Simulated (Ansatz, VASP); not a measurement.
Si: VASP beside Ansatz

The input POSCAR:

```
Si
1.0
   15.0000000000      0.0000000000      0.0000000000
    0.0000000000     15.5000000000      0.0000000000
    0.0000000000      0.0000000000     16.0000000000
Si
1
Direct
    0.5000000000      0.5000000000      0.5000000000
```

File INCAR.step1:

```
ALGO = Normal ; EDIFF = 1E-4
ENCUT = 520 ; GGA = PE
ISMEAR = 0 ; ISPIN = 2
ISYM = 0 ; LASPH = T
LCHARG = F ; LREAL = F
LWAVE = T ; MAGMOM = 2
NBANDS = 12 ; NELM = 150
PREC = Accurate ; SIGMA = 0.005
```

INCAR.step2

```
ALGO = Normal ; EDIFF = 1E-7
ENCUT = 520 ; ISIF = 2
ISMEAR = 0 ; ISPIN = 2
ISTART = 1 ; ISYM = 0
LASPH = T ; LCHARG = T
LELF = T ; LMIXTAU = T
LORBIT = 11 ; LREAL = F
LVHAR = T ; LWAVE = F
MAGMOM = 2 ; METAGGA = R2SCAN
NBANDS = 12 ; NELM = 150
PREC = Accurate ; SIGMA = 0.005
```

File KPOINTS:

```
k-points
0
Gamma
  1 1 1
```

Input for Ansatz:

```yaml
crystal:
  lattice:
    - [15.0, 0.0, 0.0]
    - [0.0, 15.5, 0.0]
    - [0.0, 0.0, 16.0]
  atoms:
    - { symbol: Si, position: [0.5, 0.5, 0.5], spin: 2.0 }
  symmetry: { detect: false }
basis:
  ecutwfc: 500
kpoints:
  mp_grid: { grid: [1, 1, 1] }
hamiltonian:
  xc: r2scan
scf:
  occupations: { method: gaussian, width: 0.005 }
output:
  forces: true
  eigenvalues: true
  populations: true
magnetization:
  spin_polarized: true
```

Alike in both runs: task single point; functional r2SCAN; k mesh 1 × 1 × 1; occupations gaussian, width 0.005 eV; collinear spin.

|  | VASP | Ansatz |
| --- | --- | --- |
| version | VASP 6.6.1 | Ansatz 0.2.0 |
| potentials or method | VASP PAW PBE potentials, release 64 (Si), cutoff 520 eV | scalar-relativistic, plane waves, PAW |
| valence electrons in the cell | 4 | 4 |

|  | VASP | Ansatz | Ansatz less VASP |
| --- | --- | --- | --- |
| gap on the k mesh at the Fermi level (eV) | 0.82 | 0.81 | -0.013 |
| net moment per atom (μB) | 2.00 | 2.00 | 0.000 |
| size of the moment on the site where the two differ most (μB) | 0.58 | 2.00 | +1.419 |

VASP's potentials were made for PBE, not for r2SCAN. Site moments also hang on the region over which each program counts them.
